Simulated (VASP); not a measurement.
# Se (Pm-3m) in VASP: further runs, part 2 of 2

VASP 6.6.1.

### 3 Single point, revPBE (volume scaled by 0.92)

INCAR reads:

```
SYSTEM = Se
PREC     = Accurate       ! precision mode
ENCUT    = 520            ! plane-wave cutoff, eV
EDIFF    = 1E-6           ! SCF threshold, eV
ISMEAR   = -1             ! smearing method
SIGMA    = 0.1            ! smearing width, eV
LREAL    = .FALSE.        ! projectors in reciprocal space
LASPH    = .TRUE.         ! aspherical terms in the spheres
NELM     = 60             ! most SCF steps
ALGO     = Normal         ! electronic algorithm
ISIF     = 2              ! what is computed and relaxed
LWAVE    = .FALSE.        ! write WAVECAR
LCHARG   = .FALSE.        ! write CHGCAR
GGA      = RE             ! functional
NBANDS   = 9              ! bands
```

KPOINTS reads:

```
Automatic mesh
0
G
  12 12 12
  0 0 0
```

POSCAR reads:

```
Se
1.0
    2.7703168442      0.0000000000      0.0000000000
    0.0000000000      2.7703168442      0.0000000000
    0.0000000000      0.0000000000      2.7703168442
Se
1
Direct
    0.0000000000      0.0000000000      0.0000000000
```

Potentials or basis: VASP PAW PBE potentials, release 64 (Se).

The run is started by

```sh
$ cat potpaw_PBE.64/Se/POTCAR > POTCAR
$ mpirun -np 1 vasp_std > vasp.out
```

OUTCAR:

```text
SYSTEM = Se
   PREC = Accurate
   ENCUT = 520
   EDIFF = 1E-6
   ISMEAR = -1
   LREAL = .FALSE.
   LASPH = .TRUE.
   NELM = 60
   ISIF = 2
   GGA = RE

 ion  position               nearest neighbor table
   1  0.000  0.000  0.000-

  LATTYP: Found a simple cubic cell.
 ALAT       =     2.7703168442

  Lattice vectors:

 A1 = (   2.7703168442,   0.0000000000,   0.0000000000)
 A2 = (   0.0000000000,   2.7703168442,   0.0000000000)
 A3 = (   0.0000000000,   0.0000000000,   2.7703168442)

Analysis of symmetry for initial positions (statically):
=====================================================================
 Subroutine PRICEL returns:
 Original cell was already a primitive cell.

 Routine SETGRP: Setting up the symmetry group for a
 simple cubic supercell.

 Subroutine GETGRP returns: Found 48 space group operations
 (whereof 48 operations were pure point group operations)
 out of a pool of 48 trial point group operations.

The static configuration has the point symmetry O_h .

Analysis of symmetry for dynamics (positions and initial velocities):
=====================================================================
 Subroutine PRICEL returns:
 Original cell was already a primitive cell.

 Routine SETGRP: Setting up the symmetry group for a
 simple cubic supercell.

 Subroutine GETGRP returns: Found 48 space group operations
 (whereof 48 operations were pure point group operations)
 out of a pool of 48 trial point group operations.

The dynamic configuration has the point symmetry O_h .

 Subroutine INISYM returns: Found 48 space group operations
 (whereof 48 operations are pure point group operations),
 and found     1 'primitive' translations

----------------------------------------------------------------------------------------

                                     Primitive cell

  volume of cell :      21.2612

  direct lattice vectors                    reciprocal lattice vectors
     2.770316844  0.000000000  0.000000000     0.360969541  0.000000000  0.000000000
     0.000000000  2.770316844  0.000000000     0.000000000  0.360969541  0.000000000
     0.000000000  0.000000000  2.770316844     0.000000000  0.000000000  0.360969541

  length of vectors
     2.770316844  2.770316844  2.770316844     0.360969541  0.360969541  0.360969541

  position of ions in fractional coordinates (direct lattice)
     0.000000000  0.000000000  0.000000000

  ion indices of the primitive-cell ions
   primitive index   ion index
                 1           1

----------------------------------------------------------------------------------------

 KPOINTS: Automatic mesh

Automatic generation of k-mesh.
 Grid dimensions read from file:
 generate k-points for:   12   12   12

 Generating k-lattice:

  Cartesian coordinates                     Fractional coordinates (reciprocal lattice)
     0.030080795  0.000000000  0.000000000     0.083333333  0.000000000  0.000000000
     0.000000000  0.030080795  0.000000000     0.000000000  0.083333333  0.000000000
     0.000000000  0.000000000  0.030080795     0.000000000  0.000000000  0.083333333

  Length of vectors
     0.030080795  0.030080795  0.030080795

  Shift w.r.t. Gamma in fractional coordinates (k-lattice)
     0.000000000  0.000000000  0.000000000

 Subroutine IBZKPT returns following result:
 ===========================================

 Found     84 irreducible k-points:

 Following reciprocal coordinates:
            Coordinates               Weight
  0.000000  0.000000  0.000000      1.000000
  0.083333  0.000000  0.000000      6.000000
  0.166667  0.000000  0.000000      6.000000
  0.250000  0.000000  0.000000      6.000000
  0.333333  0.000000  0.000000      6.000000
  0.416667  0.000000  0.000000      6.000000
[... 16 lines left out ...]
  0.333333  0.333333  0.000000     12.000000
  0.416667  0.333333  0.000000     24.000000
 [... further k-points ...]
   k-points           NKPTS =     84   k-points in BZ     NKDIM =     84   number of bands    NBANDS=      9
   number of dos      NEDOS =    301   number of ions     NIONS =      1
   total plane-waves  NPLWV =  13824
   dimension x,y,z NGX =    24 NGY =   24 NGZ =   24
   dimension x,y,z NGXF=    48 NGYF=   48 NGZF=   48
   ions per type =               1
   NGX,Y,Z   is equivalent  to a cutoff of  14.40, 14.40, 14.40 a.u.
   NGXF,Y,Z  is equivalent  to a cutoff of  28.80, 28.80, 28.80 a.u.
 SYSTEM =  Se
   PREC   = accura    normal or accurate (medium, high low for compatibility)
   ISTART =      0    job   : 0-new  1-cont  2-samecut
   ICHARG =      2    charge: 1-file 2-atom 10-const
   ISPIN  =      1    spin polarized calculation?
   LNONCOLLINEAR =      F non collinear calculations
   LSORBIT =      F    spin-orbit coupling
   LASPH  =      T    aspherical Exc in radial PAW
   ENCUT  =  520.0 eV  38.22 Ry    6.18 a.u.   5.15  5.15  5.15*2*pi/ulx,y,z
   NELM   =     60;   NELMIN=  2; NELMDL= -5     # of ELM steps
   EDIFF  = 0.1E-05   stopping-criterion for ELM
   LREAL  =      F    real-space projection
   EDIFFG = 0.1E-04   stopping-criterion for IOM
   NSW    =      0    number of steps for IOM
   IBRION =     -1    ionic relax: 0-MD 1-quasi-New 2-CG
   NFREE  =      0    steps in history (QN), initial steepest desc. (CG)
   ISIF   =      2    stress and relaxation
   ISYM   =      2    0-nonsym 1-usesym 2-fastsym
   POTIM  = 0.5000    time-step for ionic-motion
   TEBEG  =    0.0;   TEEND  =   0.0 temperature during run
   PSTRESS=    0.0 pullay stress
   NELECT =       6.0000    total number of electrons
   NUPDOWN=      -1.0000    fix difference up-down
   EMIN   =  10.00;   EMAX   =-10.00  energy-range for DOS
   EFERMI =   0.00;   METHOD = LEGACY
   ISMEAR =    -1;   SIGMA  =   0.10  broadening in eV -4-tet -1-fermi 0-gaus
   EFERMI_NEDOS =   21; number of points for ismear=-14 and -15
   IALGO  =     38    algorithm
   IMIX   =      4    mixing-type and parameters
     AMIX     =   0.40;   BMIX     =  1.00
     AMIX_MAG =   1.60;   BMIX_MAG =  1.00
  volume/ion in A,a.u.               =      21.26       143.48
  Fermi-wavevector in a.u.,A,eV,Ry     =   1.073814  2.029215 15.688564  1.153077
  Thomas-Fermi vector in A             =   2.209624
   LORBIT       =      0    0 simple, 1 ext, 2 COOP (PROOUT), +10 PAW based schemes
   GGA     = RE    functional components
   LHFCALC =     F    Hartree Fock is set to
   AEXX    =    0.0000 exact exchange contribution
   IVDW    =     0    specifies the selected vdW correction
   LEPSILON=     F    determine dielectric tensor
   LRPA    =     F    only Hartree local field effects (RPA)
 non-spin polarized calculation
  energy-cutoff  :      520.00
  volume of cell :       21.26
 maximum number of plane-waves:       588
 NGX is ok and might be reduce to    24
   NGX = 11   NGY = 11   NGZ = 11

 number of electron       6.0000001 magnetization

 Free energy of the ion-electron system (eV)
  ---------------------------------------------------
  ext. energy  EPLUGINS =         0.00000000
  ---------------------------------------------------
  free energy    TOTEN  =        -2.95777070 eV

  energy without entropy =       -2.94106371  energy(sigma->0) =       -2.94941721

 E-fermi :   5.5466     XC(G=0): -10.1245

 val. band max:        5.5117824621   @ k =   0.4167   0.1667   0.0000
 cond. band min:       5.5945550812   @ k =   0.3333   0.1667   0.1667
 fundamental gap:      0.0827726191
 Fermi energy:         5.5466455818

 k-point     1 :       0.0000    0.0000    0.0000
  band No.  band energies     occupation
      1     -11.0643      2.00000
      2       7.0138      0.00000
      3       7.0138      0.00000
      4       7.0138      0.00000
      5      13.1578      0.00000
      6      13.1578      0.00000
      7      13.8437      0.00000
      8      28.2860      0.00000
      9      28.2860      0.00000

 k-point     2 :       0.0833    0.0000    0.0000
  band No.  band energies     occupation
      1     -10.9579      2.00000
      2       5.8870      0.06439
      3       7.0987      0.00000
      4       7.0987      0.00000
      5      13.2618      0.00000
      6      13.6727      0.00000
      7      14.7940      0.00000
      8      26.5697      0.00000
      9      26.5697      0.00000
[... 253 lines left out ...]
 k-point    24 :       0.4167    0.3333    0.0000
  band No.  band energies     occupation
      1      -7.5126      2.00000
      2      -0.0843      2.00000
      3       1.6850      2.00000
      4       9.4790      0.00000
      5      10.3037      0.00000
      6      17.7543      0.00000
      7      21.0378      0.00000
      8      22.4200      0.00000
      9      22.6677      0.00000

 [... further k-points ...]
[... 5 lines left out ...]
  --------------------------------------------------------------------------------------
  -------------------------------------------------------------------------------------
  Total        0.9030456      0.9030456      0.9030456      0.0000000      0.0000000     -0.0000000
  in kB       68.0505945     68.0505945     68.0505945      0.0000000      0.0000000     -0.0000000
  external PRESSURE =      68.0505945 kB  Pullay stress =       0.0000000 kB

 VOLUME and BASIS-vectors are now :
 -----------------------------------------------------------------------------
  energy-cutoff  :      520.00
  volume of cell :       21.26
      direct lattice vectors                 reciprocal lattice vectors
     2.770316844  0.000000000  0.000000000     0.360969541  0.000000000  0.000000000
     0.000000000  2.770316844  0.000000000     0.000000000  0.360969541  0.000000000
     0.000000000  0.000000000  2.770316844     0.000000000  0.000000000  0.360969541

 POSITION                                       TOTAL-FORCE (eV/Angst)
 -----------------------------------------------------------------------------------
      0.00000      0.00000      0.00000         0.000000      0.000000      0.000000
 -----------------------------------------------------------------------------------
    total drift:                               -0.000000      0.000000      0.000000

  FREE ENERGIE OF THE ION-ELECTRON SYSTEM (eV)
  ---------------------------------------------------
  free  energy   TOTEN  =        -2.9577706990 eV

  energy  without entropy=       -2.9410637129  energy(sigma->0) =       -2.94941721
```

It took 14 s on 1 thread of Intel Xeon 8259CL, shared host; peak memory 0.14 GiB.

Results:

| Item | Value |
| --- | --- |
| Free energy | -2.9578 eV |
| Pressure | 6.8 GPa |
| Band gap on the k mesh | zero (band 3 reaches 8.59 eV, above the bottom of band 4 at 1.95 eV) |

Caveat: the PAW data sets were made with another functional, which shifts forces and pressure a little.
